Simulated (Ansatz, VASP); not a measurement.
**Au in VASP and in Ansatz**

```
Au
1.0
     2.94010    0.00000    0.00000
     0.00000    2.94010    0.00000
     0.00000    0.00000   22.23690
Au
4
Direct
  0.25000 0.25000 0.36114
  0.75000 0.75000 0.45328
  0.25000 0.25000 0.54672
  0.75000 0.75000 0.63886
```

Alike in both runs: task single point; functional PBE; k mesh 12 × 12 × 1; occupations fermi-dirac, width 0.05 eV; no spin polarisation.

|  | VASP | Ansatz |
| --- | --- | --- |
| version | VASP 6.6.1 | Ansatz 0.2.0 |
| potentials or method | VASP PAW PBE potentials, release 64 (Au) | PAW with Ansatz's default frozen-core files, scalar-relativistic |
| plane-wave cutoff (eV) | 520 | 420 |
| valence electrons in the cell | 44 | 76 |

Ansatz gave:

- rms of the force components (eV/Å): 0.002

**Question.** Estimate VASP's values.

**Answer.** rms of the force components (eV/Å): 0.005.

Atom by atom the forces differ by 0.003 eV/Å (rms over components). VASP's potentials hold 44 valence electrons a cell and Ansatz's 76, so a difference there can come from the potentials and not from the codes.

Neither program's run includes spin-orbit coupling.
